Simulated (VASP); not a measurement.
Crystal: Nb.

```
Nb
1.0
     3.02256    1.74507    2.90423
    -3.02256    1.74507    2.90423
     0.00000   -3.49015    2.90423
Nb
5
Direct
  0.00000 0.75000 0.25000
  0.75000 0.25000 0.00000
  0.25000 0.00000 0.75000
  0.33437 0.33437 0.33437
  0.66563 0.66563 0.66563
```

- Program: VASP 6.6.1
- Task: relaxation of cell and atoms
- Functional: PBE
- Potentials or basis: VASP PAW PBE potentials, release 64 (Nb_sv)
- Cutoff: 600 eV
- k mesh: 6 × 6 × 6
- Occupations: gaussian, width 0.1 eV
- Spin: no spin polarisation

At the start: pressure 26.1 GPa; volume 18.38 Å³/atom.

**Question.** Where does the relaxation end?

**Answer.** Over 11 steps the energy falls by 750.5 meV/atom and the volume is 21.20 Å³/atom (+15.3 %); space group R32 (No. 155, to 0.05 Å).

Step by step:
```tsv
step	energy change (eV)	largest force (eV/Å)	pressure (GPa)	volume (Å³)
1	0.0000	3.3558	26.08	91.91
2	-1.5190	0.1806	-18.86	135.25
3	-2.9469	0.7128	-7.29	114.16
4	-3.7023	0.2339	1.37	104.21
5	-3.7035	0.2727	1.88	103.87
6	-3.7450	0.1684	-0.51	106.14
7	-3.7456	0.1553	-0.79	106.41
8	-3.7505	0.0992	0.39	105.52
9	-3.7507	0.0960	0.18	105.68
10	-3.7521	0.0612	-0.02	105.88
11	-3.7524	0.0391	-0.15	106.01
```

Final structure:
```yaml
crystal:
  lattice:
    - [3.50489, 2.02355, 2.49111]
    - [-3.50489, 2.02355, 2.49111]
    - [0.00000, -4.04709, 2.49111]
  atoms:
    - { symbol: Nb, position: [0.00000, 0.77123, 0.22877] }
    - { symbol: Nb, position: [0.77123, 0.22877, 0.00000] }
    - { symbol: Nb, position: [0.22877, 0.00000, 0.77123] }
    - { symbol: Nb, position: [0.32866, 0.32866, 0.32866] }
    - { symbol: Nb, position: [0.67134, 0.67134, 0.67134] }
```

Caveat: the volume moved by over 15 % at a fixed basis, so the end points are rough.
